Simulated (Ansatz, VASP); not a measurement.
## BP: VASP beside Ansatz

```
B P
1.0
     0.00000    2.25373    2.25373
     2.25373    0.00000    2.25373
     2.25373    2.25373    0.00000
B P
1 1
Direct
  0.00000 0.00000 0.00000
  0.75000 0.75000 0.75000
```

Alike in both runs: functional PBE; dispersion D3(BJ); k mesh 10 × 10 × 10; occupations gaussian, width 0.02 eV; no spin polarisation.

Ansatz relaxed the structure, and its values are those at the end. VASP's run is a single point on that final structure, the one shown.

```csv
,VASP,Ansatz
version,VASP 6.6.1,Ansatz 0.2.0
potentials or method,"VASP PAW PBE potentials, release 64 (B, P), cutoff 500 eV","scalar-relativistic, plane waves, PAW"
valence electrons in the cell,8,8
```

VASP gave:

```
gap on the k mesh at the Fermi level (eV) : 1.21
least direct gap on the mesh (eV)         : 3.43
pressure (GPa)                            : -0.2
```

Question: Estimate Ansatz's values.

Answer: gap on the k mesh at the Fermi level (eV): 1.22; least direct gap on the mesh (eV): 3.44; pressure (GPa): 0.0.
